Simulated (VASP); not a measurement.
# AlBAs2 (R-3m) in VASP: a series of runs, part 2 of 2

VASP 6.6.1. The steps go on from the part before.

### 3 Single point, PBE

This run uses another cell than the first one, of 18.75 Å³/atom.

INCAR

```
SYSTEM = AlBAs2
  PREC = Accurate
  ENCUT = 520
  EDIFF = 1E-6
  ISMEAR = 0
  SIGMA = 0.1
  LREAL = .False.
  LASPH = .True.
  NELM = 100
  ALGO = Normal
  ISIF = 2
  LWAVE = .False.
  LCHARG = .False.
  GGA = PE
  NBANDS = 16
```

KPOINTS

```
regular mesh
0
Gamma
  6 6 6
  0 0 0
```

POSCAR

```
AlBAs2
1.0
    1.8040835700      1.0415881400      6.6511569700
   -1.8040835700      1.0415881400      6.6511569700
    0.0000000000     -2.0831762700      6.6511569700
Al B As
1 1 2
Direct
    0.0000000000      0.0000000000      0.0000000000
    0.5000000000      0.5000000000      0.5000000000
    0.8928409800      0.8928409800      0.8928409800
    0.1071590200      0.1071590200      0.1071590200
```

Potentials or basis: VASP PAW PBE potentials, release 64 (Al, B, As).

On the command line:

```
$ cat potpaw_PBE.64/Al/POTCAR potpaw_PBE.64/B/POTCAR potpaw_PBE.64/As/POTCAR > POTCAR
$ mpirun -np 1 vasp_std > vasp.out
```

OUTCAR:

```text
SYSTEM = AlBAs2
   PREC = Accurate
   ENCUT = 520
   EDIFF = 1E-6
   ISMEAR = 0
   LREAL = .False.
   LASPH = .True.
   NELM = 100
   ISIF = 2
   GGA = PE

 ion  position               nearest neighbor table
   1  0.000  0.000  0.000-   3 2.14   4 2.14
   2  0.500  0.500  0.500-   4 2.40   4 2.40   3 2.40   3 2.40   4 2.40   3 2.40
   3  0.893  0.893  0.893-   1 2.14   2 2.40   2 2.40   2 2.40
   4  0.107  0.107  0.107-   1 2.14   2 2.40   2 2.40   2 2.40

  LATTYP: Found a trigonal (rhomboedric) cell.
 ALAT       =     6.9697569843
 COS(alpha) =     0.8659990035

  Lattice vectors:

 A1 = (   1.8040835700,   1.0415881400,   6.6511569700)
 A2 = (  -1.8040835700,   1.0415881400,   6.6511569700)
 A3 = (   0.0000000000,  -2.0831762700,   6.6511569700)

Analysis of symmetry for initial positions (statically):
=====================================================================
 Subroutine PRICEL returns:
 Original cell was already a primitive cell.

 Routine SETGRP: Setting up the symmetry group for a
 trigonal (rhombohedral) supercell.

 Subroutine GETGRP returns: Found 12 space group operations
 (whereof 12 operations were pure point group operations)
 out of a pool of 12 trial point group operations.

The static configuration has the point symmetry D_3d.

Analysis of symmetry for dynamics (positions and initial velocities):
=====================================================================
 Subroutine PRICEL returns:
 Original cell was already a primitive cell.

 Routine SETGRP: Setting up the symmetry group for a
 trigonal (rhombohedral) supercell.

 Subroutine GETGRP returns: Found 12 space group operations
 (whereof 12 operations were pure point group operations)
 out of a pool of 12 trial point group operations.

The dynamic configuration has the point symmetry D_3d.

 Subroutine INISYM returns: Found 12 space group operations
[... 122 lines left out ...]
  volume/ion in A,a.u.               =      18.75       126.51
  Fermi-wavevector in a.u.,A,eV,Ry     =   0.978245  1.848616 13.020285  0.956964
  Thomas-Fermi vector in A             =   2.109006
   LORBIT       =      0    0 simple, 1 ext, 2 COOP (PROOUT), +10 PAW based schemes
   GGA     = PE    functional components
   LHFCALC =     F    Hartree Fock is set to
   AEXX    =    0.0000 exact exchange contribution
   IVDW    =     0    specifies the selected vdW correction
   LEPSILON=     F    determine dielectric tensor
   LRPA    =     F    only Hartree local field effects (RPA)
 non-spin polarized calculation
 Gauss-broadening in eV      SIGMA  =   0.10
  energy-cutoff  :      520.00
  volume of cell :       74.99
 maximum number of plane-waves:      2058
 NGX is ok and might be reduce to    54
   NGX = 25   NGY = 25   NGZ = 25

 number of electron      16.0000000 magnetization

 Free energy of the ion-electron system (eV)
  ---------------------------------------------------
  ext. energy  EPLUGINS =         0.00000000
  ---------------------------------------------------
  free energy    TOTEN  =       -16.07561400 eV

  energy without entropy =      -16.06740722  energy(sigma->0) =      -16.07151061

 E-fermi :   5.0328     XC(G=0):  -9.7377

 val. band max:        5.0107726564   @ k =   0.5000   0.5000   0.5000
 cond. band min:       5.0643296305   @ k =   0.3333   0.3333   0.3333
 fundamental gap:      0.0535569740
 Fermi energy:         5.0328282218

 k-point     1 :       0.0000    0.0000    0.0000
  band No.  band energies     occupation
      1      -9.0650      2.00000
      2      -6.4864      2.00000
      3      -3.1305      2.00000
      4       3.3747      2.00000
      5       3.9956      2.00000
      6       3.9956      2.00000
[... 433 lines left out ...]
      3      -2.4065      2.00000
      4      -0.5813      2.00000
      5       0.2775      2.00000
      6       1.3782      2.00000
[... 8 lines left out ...]
     15      11.7188      0.00000
     16      12.3844      0.00000

 [... further k-points ...]

------------------------ aborting loop because EDIFF is reached ----------------------------------------

  FORCE on cell =-STRESS in cart. coord.  units (eV):
  Direction    XX          YY          ZZ          XY          YZ          ZX
  --------------------------------------------------------------------------------------
  -------------------------------------------------------------------------------------
  Total       -5.3910716     -5.3910716     16.6620392      0.0000000      0.0000000      0.0000000
  in kB     -115.1819844   -115.1819848    355.9898457      0.0000000      0.0000002      0.0000000
  external PRESSURE =      41.8752922 kB  Pullay stress =       0.0000000 kB

 VOLUME and BASIS-vectors are now :
 -----------------------------------------------------------------------------
  energy-cutoff  :      520.00
  volume of cell :       74.99
      direct lattice vectors                 reciprocal lattice vectors
     1.804083570  1.041588140  6.651156970     0.277149024  0.160012063  0.050116594
    -1.804083570  1.041588140  6.651156970    -0.277149024  0.160012063  0.050116594
     0.000000000 -2.083176270  6.651156970     0.000000000 -0.320024126  0.050116594

 POSITION                                       TOTAL-FORCE (eV/Angst)
 -----------------------------------------------------------------------------------
      0.00000      0.00000      0.00000         0.000000     -0.000000      0.000000
      0.00000      0.00000      9.97674        -0.000000     -0.000000      0.000000
      0.00000      0.00000     17.81528         0.000000     -0.000000     -4.058356
      0.00000      0.00000      2.13819         0.000000      0.000000      4.058356
 -----------------------------------------------------------------------------------
    total drift:                                0.000000      0.000000      0.000000

  FREE ENERGIE OF THE ION-ELECTRON SYSTEM (eV)
  ---------------------------------------------------
  free  energy   TOTEN  =       -16.0756140033 eV

  energy  without entropy=      -16.0674072238  energy(sigma->0) =      -16.07151061
```

stdout:

```text
POSCAR found type information on POSCAR AlB As
 POSCAR found :  3 types and       4 ions
 scaLAPACK will be used
 LDA part: xc-table for (Slater+PW92), standard interpolation
 POSCAR, INCAR and KPOINTS ok, starting setup
 FFT: planning ... GRIDC
 FFT: planning ... GRID_SOFT
 FFT: planning ... GRID
 WAVECAR not read
 entering main loop
```

It took 93 s on 1 thread of Intel Xeon Platinum 8559C (Emerald Rapids), shared host; peak memory 0.41 GiB.

What came out:

* Free energy: -16.0756 eV
* Pressure: 4.2 GPa
* Largest force: 4.058 eV/Å
* Band gap on the k mesh: zero (bands 8 and 9 overlap by 1.63 eV)

Forces on the atoms (eV/Å):
```
Al   0.000  0.000  0.000
B    0.000  0.000  0.000
As   0.000  0.000 -4.058
As   0.000  0.000  4.058
```

Caveat: the cell stands under pressure; forces of over 1 eV/Å act on the atoms, so gaps and moduli don't describe the material at rest.
